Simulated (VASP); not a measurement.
P: single point with PBE

Crystal: P.

```
P
1.0
     2.34173    0.00000    0.00000
     0.00000    2.34173    0.00000
     0.00000    0.00000    2.34173
P
1
Direct
  0.00000 0.00000 0.00000
```

This cell differs from its parent crystal: volume scaled by 0.88.

- Program: VASP 6.6.1
- Task: single point
- Functional: PBE
- Potentials or basis: VASP PAW PBE potentials, release 64 (P)
- Cutoff: 520 eV
- k mesh: 14 × 14 × 14
- Occupations: fermi-dirac, width 0.1 eV
- Spin: no spin polarisation
- Dipole correction: no
- Further INCAR settings: ALGO = Normal; EDIFF = 1e-07; NBANDS = 8

```
Pressure : 20.1 GPa
```

Levels at points of the mesh, in eV from the Fermi level:
| k point | band 1 | band 2 | band 3 | band 4 | band 5 | band 6 | band 7 | band 8 |
| --- | --- | --- | --- | --- | --- | --- | --- | --- |
| (0.00, 0.00, 0.00) | -17.84 | 5.75 | 5.75 | 5.75 | 6.62 | 6.62 | 15.86 | 26.18 |
| (0.50, 0.00, 0.00) | -12.84 | -9.80 | 9.14 | 9.14 | 9.47 | 14.91 | 14.91 | 17.82 |
| (0.50, 0.50, 0.00) | -7.33 | -5.90 | -5.90 | 0.18 | 12.34 | 17.74 | 17.74 | 18.79 |
| (0.50, 0.50, 0.50) | -2.31 | -2.31 | -2.31 | -0.08 | 4.24 | 4.24 | 4.24 | 10.95 |

Wall time 6.2 s on 1 thread of AMD EPYC 7R13 Processor (Zen 3), with other jobs on the host, peak memory 0.09 GiB.
